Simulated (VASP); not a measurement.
# BN (F-43m) in VASP: notebook, part 2 of 4

VASP 6.6.1. Earlier steps stand in the parts before.

### 3 G0W0 quasiparticle levels, PBE

Input file POSCAR:

```
BN
1.0
    0.0000000000      1.8080000000      1.8080000000
    1.8080000000      0.0000000000      1.8080000000
    1.8080000000      1.8080000000      0.0000000000
B N
1 1
Direct
    0.0000000000      0.0000000000      0.0000000000
    0.2500000000      0.2500000000      0.2500000000
```

Input file INCAR.step1:

```
SYSTEM = BN
PREC     = Accurate       ! precision mode
ENCUT    = 500            ! plane-wave cutoff, eV
EDIFF    = 1E-8           ! SCF threshold, eV
ISMEAR   = 0              ! smearing method
SIGMA    = 0.01           ! smearing width, eV
LREAL    = .FALSE.        ! projectors in reciprocal space
LASPH    = .TRUE.         ! aspherical terms in the spheres
NELM     = 80             ! most SCF steps
ALGO     = Normal         ! electronic algorithm
LWAVE    = .TRUE.         ! write WAVECAR
LCHARG   = .FALSE.        ! write CHGCAR
GGA      = PE             ! functional
```

Input file INCAR.step2:

```
SYSTEM = BN
PREC     = Accurate       ! precision mode
ENCUT    = 500            ! plane-wave cutoff, eV
EDIFF    = 1E-8           ! SCF threshold, eV
ISMEAR   = 0              ! smearing method
SIGMA    = 0.01           ! smearing width, eV
LREAL    = .FALSE.        ! projectors in reciprocal space
LASPH    = .TRUE.         ! aspherical terms in the spheres
NELM     = 1              ! most SCF steps
ALGO     = Exact          ! electronic algorithm
LWAVE    = .TRUE.         ! write WAVECAR
LCHARG   = .FALSE.        ! write CHGCAR
GGA      = PE             ! functional
NBANDS   = 168            ! bands
LOPTICS  = .TRUE.         ! frequency-dependent dielectric function
ISTART   = 1
```

Input file INCAR.step3:

```
SYSTEM = BN
PREC     = Accurate       ! precision mode
ENCUT    = 500            ! plane-wave cutoff, eV
EDIFF    = 1E-8           ! SCF threshold, eV
ISMEAR   = 0              ! smearing method
SIGMA    = 0.01           ! smearing width, eV
LREAL    = .FALSE.        ! projectors in reciprocal space
LASPH    = .TRUE.         ! aspherical terms in the spheres
ALGO     = EVGW0          ! electronic algorithm
LWAVE    = .FALSE.        ! write WAVECAR
LCHARG   = .FALSE.        ! write CHGCAR
GGA      = PE             ! functional
NELMGW   = 1            
NBANDS   = 168            ! bands
ENCUTGW  = 200            ! cutoff of the response function
NOMEGA   = 48             ! frequency points
PRECFOCK = Fast         
ISTART   = 1            
NBANDSGW = 12
```

Input file KPOINTS:

```
regular mesh
0
G
  2 2 2
  0 0 0
```

Potentials or basis: VASP PAW PBE potentials, release 64 (B_GW, N_GW).

The run is started by

```console
> cat potpaw_PBE.64/B_GW/POTCAR potpaw_PBE.64/N_GW/POTCAR > POTCAR
> cp INCAR.step1 INCAR
> mpirun -np 1 vasp_std > vasp.out
> cp INCAR.step2 INCAR
> mpirun -np 1 vasp_std > vasp.out
> cp INCAR.step3 INCAR
> mpirun -np 1 vasp_std > vasp.out
```

OUTCAR:

```text
SYSTEM = BN
   PREC = Accurate
   ENCUT = 500
   EDIFF = 1E-8
   ISMEAR = 0
   LREAL = .FALSE.
   LASPH = .TRUE.
   GGA = PE
   NELMGW = 1
   ENCUTGW = 200
   PRECFOCK = Fast
   ISTART = 1

 ion  position               nearest neighbor table
   1  0.000  0.000  0.000-   2 1.57   2 1.57   2 1.57   2 1.57
[... 179 lines left out ...]
      2       7.9939       7.0214     -19.4896     -18.2901     -23.3960       0.8108       2.0000       0.1472
      3       7.9939       7.0214     -19.4896     -18.2901     -23.3960       0.8108       2.0000       0.1472
      4       7.9939       7.0214     -19.4896     -18.2901     -23.3960       0.8108       2.0000       0.1472
      5      16.3872      17.2536     -12.6924     -13.7326      -6.1942       0.8328       0.0000      -0.1895
      6      16.3872      17.2536     -12.6924     -13.7326      -6.1942       0.8328       0.0000      -0.1895
      7      16.3872      17.2536     -12.6924     -13.7326      -6.1942       0.8328       0.0000      -0.1895
      8      18.2171      18.7766     -14.6244     -15.3279      -7.5638       0.7954       0.0000      -0.2194
      9      32.2760      32.2672     -11.2388     -11.2279      -3.0715       0.8098       0.0000      -0.8120
     10      35.3228      35.9986     -12.4229     -13.2367      -5.2186       0.8304       0.0000      -0.3989
     11      35.3228      35.9986     -12.4229     -13.2367      -5.2186       0.8304       0.0000      -0.3989
     12      35.9073      36.0839     -10.6058     -10.8174      -2.8153       0.8342       0.0000      -0.9891
[... 20 lines left out ...]
      1      -6.7450      -8.6008     -19.5670     -17.2198     -26.5226       0.7907       2.0000       1.1488
      2      -1.1738      -2.8160     -17.2283     -15.1696     -22.1199       0.7977       2.0000       0.2713
      3       2.9158       1.6324     -17.8239     -16.2416     -22.1241       0.8112       2.0000       0.1930
      4       2.9158       1.6324     -17.8239     -16.2416     -22.1241       0.8112       2.0000       0.1930
      5      12.0869      12.2451     -12.1433     -12.3340      -6.1533       0.8293       0.0000      -0.1461
      6      16.7970      17.0854     -12.1837     -12.5332      -5.8846       0.8253       0.0000      -0.1586
      7      25.7554      27.1175     -14.7391     -16.4340      -6.6658       0.8036       0.0000      -0.5277
      8      25.7554      27.1175     -14.7391     -16.4340      -6.6658       0.8036       0.0000      -0.5277
      9      28.7756      29.8621     -15.0592     -16.4102      -7.0269       0.8042       0.0000      -0.5622
     10      34.8413      35.7615     -12.2817     -13.4560      -3.6553       0.7836       0.0000      -0.8561
     11      41.2329      41.9370     -11.8158     -12.6639      -4.1541       0.8302       0.0000      -0.6912
     12      41.2329      41.9370     -11.8158     -12.6639      -4.1541       0.8302       0.0000      -0.6912
```

OUTCAR.step2:

```text
SYSTEM = BN
   PREC = Accurate
   ENCUT = 500
   EDIFF = 1E-8
[... 590 lines left out ...]
  --------------------------------------------------------------------------------------------------------------
     0.00000     9.48883     9.48883     9.48883     0.00000     0.00000    -0.00000
     4.04399    11.07686    11.07686    11.07686     0.00000     0.00000    -0.00000
     8.08798    38.46059    38.46059    38.46059     0.00000     0.00000    -0.00000
    12.13196     7.80666     7.80666     7.80666    -0.00000    -0.00000    -0.00000
    16.17595    -6.62713    -6.62713    -6.62713    -0.00000    -0.00000     0.00000
    20.21994    -1.94448    -1.94448    -1.94448    -0.00000    -0.00000     0.00000
[... 92 lines left out ...]
   396.31081     0.99154     0.99154     0.99154    -0.00000    -0.00000     0.00000
   400.35480     0.99171     0.99171     0.99171    -0.00000    -0.00000     0.00000
```

Run time: 6.1 s. Hardware: 1 thread of Intel Xeon 6975P-C (Granite Rapids), shared host; peak memory 0.12 GiB.

What came out:

```yaml
Band_gap_on_the_k_mesh_mean-field_level: 4.09 eV, indirect (least direct gap 8.39 eV)
Quasiparticle_gap: 5.22 eV
Least_direct_quasiparticle_gap: 10.23 eV
```

Levels at points of the mesh, in eV from the valence-band top:
```csv
k point,band 1,band 2,band 3,band 4,band 5,band 6,band 7,band 8
"(0.00, 0.00, 0.00)",-20.45,0.00,0.00,0.00,8.39,8.39,8.39,10.22
"(0.50, 0.00, 0.00)",-16.14,-10.98,-2.03,-2.03,9.86,10.33,10.33,15.14
"(0.50, 0.50, 0.00)",-14.74,-9.17,-5.08,-5.08,4.09,8.80,17.76,17.76
```

Caveat: the k points lie up to 1.50 Å⁻¹ apart; bands, screening cutoff and mesh are small and nothing is extrapolated, so the quasiparticle values aren't converged.

### 4 G0W0 quasiparticle levels, PBE

POSCAR is that of step 3.

Input file INCAR.step1:

```
SYSTEM = BN
ALGO = Normal
EDIFF = 1E-8
ENCUT = 500
GGA = PE
ISMEAR = 0
LASPH = .True.
LCHARG = .False.
LREAL = .False.
LWAVE = .True.
NELM = 60
PREC = Accurate
SIGMA = 0.01
```

Input file INCAR.step2:

```
SYSTEM = BN
ALGO = Exact
EDIFF = 1E-8
ENCUT = 500
GGA = PE
ISMEAR = 0
ISTART = 1
LASPH = .True.
LCHARG = .False.
LOPTICS = .True.
LREAL = .False.
LWAVE = .True.
NBANDS = 119
NELM = 1
PREC = Accurate
SIGMA = 0.01
```

Input file INCAR.step3:

```
SYSTEM = BN
ALGO = EVGW0
EDIFF = 1E-8
ENCUT = 500
ENCUTGW = 180.0
GGA = PE
ISMEAR = 0
ISTART = 1
LASPH = .True.
LCHARG = .False.
LREAL = .False.
LWAVE = .False.
NBANDS = 119
NBANDSGW = 12
NELMGW = 1
NOMEGA = 48
PREC = Accurate
PRECFOCK = Fast
SIGMA = 0.01
```

Input file KPOINTS:

```
k-points
0
Gamma
  2 2 2
  0 0 0
```

Potentials or basis: VASP PAW PBE potentials, release 64 (B_GW, N_GW).

The run is started by

```console
> cat potpaw_PBE.64/B_GW/POTCAR potpaw_PBE.64/N_GW/POTCAR > POTCAR
> cp INCAR.step1 INCAR
> mpirun -np 1 vasp_std > vasp.out
> cp INCAR.step2 INCAR
> mpirun -np 1 vasp_std > vasp.out
> cp INCAR.step3 INCAR
> mpirun -np 1 vasp_std > vasp.out
```

OUTCAR:

```text
SYSTEM = BN
   EDIFF = 1E-8
   ENCUT = 500
   ENCUTGW = 180.0
   GGA = PE
   ISMEAR = 0
   ISTART = 1
   LASPH = .True.
   LREAL = .False.
   NELMGW = 1
   PREC = Accurate
   PRECFOCK = Fast

 ion  position               nearest neighbor table
   1  0.000  0.000  0.000-   2 1.57   2 1.57   2 1.57   2 1.57
   2  0.250  0.250  0.250-   1 1.57   1 1.57   1 1.57   1 1.57

  LATTYP: Found a face centered cubic cell.
 ALAT       =     3.6160000000

  Lattice vectors:

 A1 = (   0.0000000000,   1.8080000000,   1.8080000000)
 A2 = (   1.8080000000,   0.0000000000,   1.8080000000)
 A3 = (   1.8080000000,   1.8080000000,   0.0000000000)

Analysis of symmetry for initial positions (statically):
=====================================================================
 Subroutine PRICEL returns:
 Original cell was already a primitive cell.

 Routine SETGRP: Setting up the symmetry group for a
 face centered cubic supercell.

 Subroutine GETGRP returns: Found 24 space group operations
 (whereof 24 operations were pure point group operations)
 out of a pool of 48 trial point group operations.

The static configuration has the point symmetry T_d .

Analysis of symmetry for dynamics (positions and initial velocities):
=====================================================================
 Subroutine PRICEL returns:
 Original cell was already a primitive cell.

 Routine SETGRP: Setting up the symmetry group for a
 face centered cubic supercell.

 Subroutine GETGRP returns: Found 24 space group operations
 (whereof 24 operations were pure point group operations)
 out of a pool of 48 trial point group operations.

The dynamic configuration has the point symmetry T_d .

 Subroutine INISYM returns: Found 24 space group operations
 (whereof 24 operations are pure point group operations),
 and found     1 'primitive' translations

----------------------------------------------------------------------------------------

                                     Primitive cell

  volume of cell :      11.8202

  direct lattice vectors                    reciprocal lattice vectors
     0.000000000  1.808000000  1.808000000    -0.276548673  0.276548673  0.276548673
     1.808000000  0.000000000  1.808000000     0.276548673 -0.276548673  0.276548673
     1.808000000  1.808000000  0.000000000     0.276548673  0.276548673 -0.276548673

  length of vectors
     2.556898121  2.556898121  2.556898121     0.478996352  0.478996352  0.478996352

  position of ions in fractional coordinates (direct lattice)
     0.000000000  0.000000000  0.000000000
     0.250000000  0.250000000  0.250000000

  ion indices of the primitive-cell ions
   primitive index   ion index
                 1           1
                 2           2

----------------------------------------------------------------------------------------

 KPOINTS: k-points

Automatic generation of k-mesh.
 Grid dimensions read from file:
 generate k-points for:    2    2    2

 Generating k-lattice:

  Cartesian coordinates                     Fractional coordinates (reciprocal lattice)
    -0.138274336  0.138274336  0.138274336     0.500000000  0.000000000  0.000000000
     0.138274336 -0.138274336  0.138274336     0.000000000  0.500000000  0.000000000
     0.138274336  0.138274336 -0.138274336     0.000000000  0.000000000  0.500000000

  Length of vectors
     0.239498176  0.239498176  0.239498176

  Shift w.r.t. Gamma in fractional coordinates (k-lattice)
     0.000000000  0.000000000  0.000000000

 Subroutine IBZKPT returns following result:
 ===========================================

 Found      3 irreducible k-points:

 Following reciprocal coordinates:
            Coordinates               Weight
  0.000000  0.000000  0.000000      1.000000
  0.500000  0.000000  0.000000      4.000000
  0.500000  0.500000  0.000000      3.000000
   k-points           NKPTS =      3   k-points in BZ     NKDIM =      8   number of bands    NBANDS=    119
   number of dos      NEDOS =    301   number of ions     NIONS =      2
   total plane-waves  NPLWV =   8000
   dimension x,y,z NGX =    20 NGY =   20 NGZ =   20
   dimension x,y,z NGXF=    40 NGYF=   40 NGZF=   40
   ions per type =               1   1
   NGX,Y,Z   is equivalent  to a cutoff of  13.00, 13.00, 13.00 a.u.
   NGXF,Y,Z  is equivalent  to a cutoff of  26.01, 26.01, 26.01 a.u.
 SYSTEM =  BN
   PREC   = accura    normal or accurate (medium, high low for compatibility)
   ISTART =      1    job   : 0-new  1-cont  2-samecut
   ICHARG =      0    charge: 1-file 2-atom 10-const
   ISPIN  =      1    spin polarized calculation?
   LNONCOLLINEAR =      F non collinear calculations
   LSORBIT =      F    spin-orbit coupling
   LASPH  =      T    aspherical Exc in radial PAW
   ENCUT  =  500.0 eV  36.75 Ry    6.06 a.u.   4.66  4.66  4.66*2*pi/ulx,y,z
   NELM   =     60;   NELMIN=  2; NELMDL=  0     # of ELM steps
   EDIFF  = 0.1E-07   stopping-criterion for ELM
   LREAL  =      F    real-space projection
   EDIFFG = 0.1E-06   stopping-criterion for IOM
   NSW    =      0    number of steps for IOM
   IBRION =     -1    ionic relax: 0-MD 1-quasi-New 2-CG
   NFREE  =      0    steps in history (QN), initial steepest desc. (CG)
   ISIF   =      0    stress and relaxation
   ISYM   =      3    0-nonsym 1-usesym 2-fastsym
   POTIM  = 0.5000    time-step for ionic-motion
   TEBEG  =    0.0;   TEEND  =   0.0 temperature during run
   PSTRESS=    0.0 pullay stress
   NELECT =       8.0000    total number of electrons
   NUPDOWN=      -1.0000    fix difference up-down
   EMIN   =  10.00;   EMAX   =-10.00  energy-range for DOS
   EFERMI =   0.00;   METHOD = LEGACY
   ISMEAR =     0;   SIGMA  =   0.01  broadening in eV -4-tet -1-fermi 0-gaus
   EFERMI_NEDOS =   21; number of points for ismear=-14 and -15
   IALGO  =     38    algorithm
   IMIX   =      4    mixing-type and parameters
     AMIX     =   0.40;   BMIX     =  1.00
     AMIX_MAG =   1.60;   BMIX_MAG =  1.00
  volume/ion in A,a.u.               =       5.91        39.88
  Fermi-wavevector in a.u.,A,eV,Ry     =   1.437352  2.716201 28.109366  2.065980
  Thomas-Fermi vector in A             =   2.556439
   LORBIT       =      0    0 simple, 1 ext, 2 COOP (PROOUT), +10 PAW based schemes
   GGA     = PE    functional components
   LHFCALC =     T    Hartree Fock is set to
   PRECFOCK=fast      Normal, Fast or Accurate (Low or Medium for compatibility)
   ENCUT4O =  -1.0   cutoff for four orbital integrals eV
   NKREDX  =     1    reduce k-point grid by
   NKREDY  =     1    reduce k-point grid by
   NKREDZ  =     1    reduce k-point grid by
   AEXX    =    1.0000 exact exchange contribution
   HFSCREEN=    0.0000 screening length (either q_TF or 0.3 A-1)
   HFSCREENC=   0.0000 screening length for correlation (either q_TF or 0.3 A-1)
   ENCUTFOCK=  -1.0 apply spherical cutoff to Coloumb kernel
   IVDW    =     0    specifies the selected vdW correction
   LEPSILON=     F    determine dielectric tensor
   LRPA    =     F    only Hartree local field effects (RPA)
   LRPAFORCE           =     F    calculate RPA forces
   ENCUTGW             = 180.0    cutoff for response function in eV
   ENCUTGWSOFT         = 144.0    soft cutoff for Coulomb kernel in GW response function in eV
   ENCUTLF             =  -1.0    cutoff for local field effects
   NELMGW              =     1    number of iterations in solving QP/BSE equation
   NELMHF              =     1    number of iterations in the inner HF iteration
   NKREDLFX            =     1    NKREDLFY  =   1   NKREDLFZ  =   1
 non-spin polarized calculation
 Gauss-broadening in eV      SIGMA  =   0.01
  energy-cutoff  :      500.00
  volume of cell :       11.82
 maximum number of plane-waves:       307
 NGX is ok and might be reduce to    20
  NGX = 12; NGY = 12; NGZ = 12
   NGX =  9   NGY =  9   NGZ =  9
 maximum number of plane-waves:        70

 QP shifts <psi_nk| G(iteration)W_0 |psi_nk>: iteration 1
 for sc-GW calculations column KS-energies equals QP-energies in previous step
 and V_xc(KS)=  KS-energies - (<T + V_ion + V_H > + <T+V_H+V_ion>^1  + <V_x>^1)

 k-point   1 :       0.0000    0.0000    0.0000
  band No.  KS-energies  QP-energies   sigma(KS)   V_xc(KS)     V^pw_x(r,r')   Z            occupation Imag(sigma)

      1     -12.4530     -14.8966     -18.3258     -15.3751     -26.1937       0.8282       2.0000       1.5515
      2       7.9939       7.0930     -19.4050     -18.2901     -23.3960       0.8081       2.0000       0.1555
      3       7.9939       7.0930     -19.4050     -18.2901     -23.3960       0.8081       2.0000       0.1555
      4       7.9939       7.0930     -19.4050     -18.2901     -23.3960       0.8081       2.0000       0.1555
      5      16.3872      17.2808     -12.6488     -13.7326      -6.1942       0.8245       0.0000      -0.1948
      6      16.3872      17.2808     -12.6488     -13.7326      -6.1942       0.8245       0.0000      -0.1948
      7      16.3872      17.2808     -12.6488     -13.7326      -6.1942       0.8245       0.0000      -0.1948
      8      18.2171      18.8417     -14.5450     -15.3279      -7.5638       0.7979       0.0000      -0.2366
      9      32.2760      32.3050     -11.1915     -11.2279      -3.0715       0.7979       0.0000      -0.8325
     10      35.3228      36.0380     -12.3704     -13.2367      -5.2186       0.8255       0.0000      -0.4191
     11      35.3228      36.0380     -12.3704     -13.2367      -5.2186       0.8255       0.0000      -0.4191
     12      35.9073      36.2778     -10.3823     -10.8174      -2.8153       0.8513       0.0000      -0.9722

 k-point   2 :       0.5000    0.0000    0.0000
  band No.  KS-energies  QP-energies   sigma(KS)   V_xc(KS)     V^pw_x(r,r')   Z            occupation Imag(sigma)
[... 17 lines left out ...]
      1      -6.7450      -8.5667     -19.4846     -17.2198     -26.5226       0.8044       2.0000       1.1538
      2      -1.1738      -2.7682     -17.1674     -15.1696     -22.1199       0.7981       2.0000       0.2891
      3       2.9158       1.7060     -17.7509     -16.2416     -22.1241       0.8016       2.0000       0.2070
      4       2.9158       1.7060     -17.7509     -16.2416     -22.1241       0.8016       2.0000       0.2070
      5      12.0869      12.2793     -12.0995     -12.3340      -6.1533       0.8201       0.0000      -0.1510
      6      16.7970      17.1174     -12.1450     -12.5332      -5.8846       0.8256       0.0000      -0.1722
      7      25.7554      27.1742     -14.6648     -16.4340      -6.6658       0.8019       0.0000      -0.5529
      8      25.7554      27.1742     -14.6648     -16.4340      -6.6658       0.8019       0.0000      -0.5529
      9      28.7756      29.9274     -14.9654     -16.4102      -7.0269       0.7972       0.0000      -0.5702
     10      34.8413      35.8104     -12.2214     -13.4560      -3.6553       0.7850       0.0000      -0.8760
     11      41.2329      41.9816     -11.7551     -12.6639      -4.1541       0.8239       0.0000      -0.7026
     12      41.2329      41.9816     -11.7551     -12.6639      -4.1541       0.8239       0.0000      -0.7026
```

It took 3.3 s on 1 thread of Intel Xeon 6975P-C (Granite Rapids), shared host; peak memory 0.12 GiB.

What came out:

```yaml
Band_gap_on_the_k_mesh_mean-field_level: 4.09 eV, indirect (least direct gap 8.39 eV)
Quasiparticle_gap: 5.19 eV
Least_direct_quasiparticle_gap: 10.19 eV
```

Caveat: the k points lie up to 1.50 Å⁻¹ apart; bands, screening cutoff and mesh are small and nothing is extrapolated, so the quasiparticle values aren't converged. A k mesh can miss the band edges.

[end of part 2 of 4]
